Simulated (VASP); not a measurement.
**Li: single point with PBE**

The system is Li.

```
Li
1.0
     7.31287    0.00000    0.00000
     0.00000    7.31287    0.00000
     0.00000    0.00000    7.31287
Li
16
Direct
  0.09144 0.93078 0.12133
  0.60906 0.02920 0.99527
  0.00923 0.52417 0.97900
  0.90632 0.92077 0.51151
  0.31514 0.21488 0.19246
  0.53108 0.42797 0.96209
  0.45968 0.96754 0.55330
  0.81331 0.24581 0.27958
  0.01542 0.51225 0.43526
  0.30939 0.66555 0.20454
  0.25626 0.33475 0.69785
  0.50653 0.55908 0.57780
  0.80870 0.72796 0.18379
  0.81552 0.28514 0.68519
  0.24708 0.80927 0.79955
  0.82747 0.73275 0.78090
```

```yaml
Program: VASP 6.6.1
Task: single point
Functional: PBE
Potentials_or_basis: VASP PAW PBE potentials, release 64 (Li_sv)
Cutoff: 520 eV
k_mesh: 2 × 2 × 2
Occupations: fermi-dirac, width 0.16 eV
Spin: no spin polarisation
```

```yaml
Largest_force: 0.799 eV/Å
Band_gap_on_the_k_mesh: zero (bands 24 and 25 overlap by 0.77 eV)
```

Forces in eV/Å, atoms in the order of the input:
```
Li  -0.315  0.389 -0.147
Li  -0.042 -0.239 -0.241
Li   0.431 -0.642  0.104
Li   0.364  0.263 -0.309
Li  -0.123  0.245  0.359
Li   0.292  0.359 -0.001
Li   0.331  0.292 -0.399
Li  -0.236 -0.021 -0.255
Li   0.288  0.357  0.145
Li   0.297 -0.064  0.172
Li  -0.326 -0.433  0.159
Li   0.445  0.128 -0.366
Li  -0.730 -0.123  0.302
Li  -0.131 -0.138  0.300
Li  -0.102 -0.288  0.091
Li  -0.443 -0.084  0.085
```

Levels at points of the mesh, in eV from the Fermi level:
| k point | band 20 | band 21 | band 22 | band 23 | band 24 | band 25 | band 26 | band 27 |
| --- | --- | --- | --- | --- | --- | --- | --- | --- |
| (0.00, 0.00, 0.00) | -0.97 | -0.92 | -0.85 | -0.71 | 0.45 | 0.51 | 0.54 | 0.61 |
| (0.50, 0.00, 0.00) | -0.59 | -0.47 | -0.44 | -0.37 | -0.36 | -0.32 | -0.22 | 0.96 |
| (0.00, 0.50, 0.00) | -0.57 | -0.55 | -0.52 | -0.42 | -0.28 | -0.18 | -0.14 | 0.97 |
| (0.00, 0.00, 0.50) | -0.57 | -0.49 | -0.46 | -0.37 | -0.32 | -0.27 | -0.15 | 0.99 |
| (0.50, 0.50, 0.00) | -1.91 | -0.31 | -0.12 | 0.03 | 0.07 | 0.16 | 0.23 | 0.36 |
| (0.00, 0.50, 0.50) | -1.93 | -0.23 | -0.14 | -0.03 | 0.06 | 0.11 | 0.21 | 0.42 |
| (0.50, 0.00, 0.50) | -1.90 | -0.19 | -0.09 | 0.01 | 0.06 | 0.10 | 0.17 | 0.34 |
| (0.50, 0.50, 0.50) | -1.47 | -1.46 | -1.37 | -1.35 | -1.26 | 1.65 | 1.76 | 1.88 |

It took 110 s on 1 thread of Intel(R) Xeon(R) Platinum 8488C (Sapphire Rapids), with other jobs on the host, peak memory 0.37 GiB.

Caveat: the k points lie up to 0.43 Å⁻¹ apart, too coarse for converged energies and pressures of a metal.
